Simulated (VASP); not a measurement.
Wanted: the native input for a VASP 6.6.1 run.

```yaml
Task: single point
Functional: PBEsol
Potentials_or_basis: VASP PAW PBE potentials, release 64 (Cd, Se)
Cutoff: 500 eV
k_mesh: 8 × 8 × 8
Occupations: gaussian, width 0.02 eV
Spin: no spin polarisation
Dipole_correction: no
Further_INCAR_settings: ALGO = Normal; EDIFF = 1e-06; NBANDS = 16
```

The structure of CdSe (e600) lies in POSCAR:

```
CdSe
1.0
    0.0000000000      3.0106624250      3.0106624250
    3.0106624250      0.0000000000      3.0106624250
    3.0106624250      3.0106624250      0.0000000000
Cd Se
1 1
Direct
    0.0000000000      0.0000000000      0.0000000000
    0.2500000000      0.2500000000      0.2500000000
```

This cell differs from its parent crystal: strained cell.

These files were run (other wordings do the same):

INCAR

```
SYSTEM = CdSe
PREC     = Accurate       ! precision mode
ENCUT    = 500            ! plane-wave cutoff, eV
EDIFF    = 1E-6           ! SCF threshold, eV
ISMEAR   = 0              ! smearing method
SIGMA    = 0.02           ! smearing width, eV
LREAL    = .False.        ! projectors in reciprocal space
LASPH    = .True.         ! aspherical terms in the spheres
NELM     = 120            ! most SCF steps
ALGO     = Normal         ! electronic algorithm
ISIF     = 2              ! what is computed and relaxed
LWAVE    = .False.        ! write WAVECAR
LCHARG   = .False.        ! write CHGCAR
GGA      = PS             ! functional
NBANDS   = 16             ! bands
GGA_COMPAT= .False.
```

KPOINTS

```
regular mesh
0
Gamma
  8 8 8
  0 0 0
```

Potentials or basis: VASP PAW PBE potentials, release 64 (Cd, Se).

Command:

```bash
$ cat potpaw_PBE.64/Cd/POTCAR potpaw_PBE.64/Se/POTCAR > POTCAR
$ mpirun -np 1 vasp_std > vasp.out
```

It gave:

```json
{"Pressure": "2.1 GPa", "Band gap on the k mesh": "0.54 eV, direct"}
```

Caveat: the cell differs from its parent crystal (strained cell); the PAW data sets were made with another functional, which shifts forces and pressure a little.

Wall time 19 s on 1 thread of Intel(R) Xeon(R) Platinum 8488C (Sapphire Rapids), with other jobs on the host, peak memory 0.18 GiB.
